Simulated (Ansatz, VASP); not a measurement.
# Two plane-wave programs on Hf2NO

File INCAR:

```
SYSTEM = Hf2NO
ALGO     = Normal         ! electronic algorithm
EDIFF    = 1E-6           ! SCF threshold, eV
EDIFFG   = -0.01          ! ionic threshold
ENCUT    = 600            ! plane-wave cutoff, eV
GGA      = PE             ! functional
IBRION   = 2              ! ionic algorithm
ISIF     = 3              ! what is computed and relaxed
ISMEAR   = 0              ! smearing method
LASPH    = .True.         ! aspherical terms in the spheres
LCHARG   = .False.        ! write CHGCAR
LREAL    = .False.        ! projectors in reciprocal space
LWAVE    = .False.        ! write WAVECAR
NELM     = 100            ! most SCF steps
NSW      = 100            ! ionic steps
PREC     = Accurate       ! precision mode
SIGMA    = 0.1            ! smearing width, eV
```

Contents of KPOINTS:

```
k-points
0
Gamma
  14 14 10
  0 0 0
```

Contents of POSCAR:

```
Hf2NO
1.0
    3.4876516844      0.0000000000      0.0000000000
    0.0000000000      3.4876516844      0.0000000000
    0.0000000000      0.0000000000      4.9581293189
Hf N O
2 1 1
Direct
    0.5000000000      0.0000000000      0.7370628716
    0.0000000000      0.5000000000      0.2629371284
    0.0000000000      0.0000000000      0.5000000000
    0.5000000000      0.5000000000      0.0000000000
```

Input for Ansatz:

```yaml
crystal:
  lattice:
    - [3.4876516844, 0.0, 0.0]
    - [0.0, 3.4876516844, 0.0]
    - [0.0, 0.0, 4.9581293189]
  atoms:
    - { symbol: Hf, position: [0.5, 0.0, 0.7370628716] }
    - { symbol: Hf, position: [0.0, 0.5, 0.2629371284] }
    - { symbol: "N", position: [0.0, 0.0, 0.5] }
    - { symbol: O, position: [0.5, 0.5, 0.0] }
basis:
  ecutwfc: 420
kpoints:
  mp_grid: { grid: [14, 14, 10] }
hamiltonian:
  xc: pbe
scf:
  occupations: { method: gaussian, width: 0.1 }
output:
  forces: true
  stress: true
  eigenvalues: true
relax:
  adjacent_minimum: "off"
  f_tol: 0.01
  max_steps: 80
  cell: { stress_tol: 0.05 }
```

Change from the starting cell: species swapped into the ZnGeAs2 type (P-4m2, No. 115).

Alike in both runs: task relaxation of cell and atoms; functional PBE; k mesh 14 × 14 × 10; occupations gaussian, width 0.1 eV; no spin polarisation.

|  | VASP | Ansatz |
| --- | --- | --- |
| version | VASP 6.6.1 | Ansatz 0.2.0 |
| potentials or method | VASP PAW PBE potentials, release 64 (Hf_pv, N, O), cutoff 600 eV | scalar-relativistic, plane waves, PAW |
| valence electrons in the cell | 31 | 63 |

Ansatz gave:

```
gap on the k mesh at the Fermi level, each at its own relaxed structure (eV)  : none
relaxed volume (Å³/atom)                                                      : 15.05
relaxed length of the cell vector where the two differ most in proportion (Å) : 3.486
```

Task: Which values does VASP return?

Result: gap on the k mesh at the Fermi level, each at its own relaxed structure (eV): none; relaxed volume (Å³/atom): 14.91; relaxed length of the cell vector where the two differ most in proportion (Å): 3.475.

A gap of «none» marks a metal or a gap that the smearing closes. VASP's potentials hold 31 valence electrons a cell and Ansatz's 63, so a difference there can come from the potentials and not from the codes.

Spin-orbit coupling is off throughout.
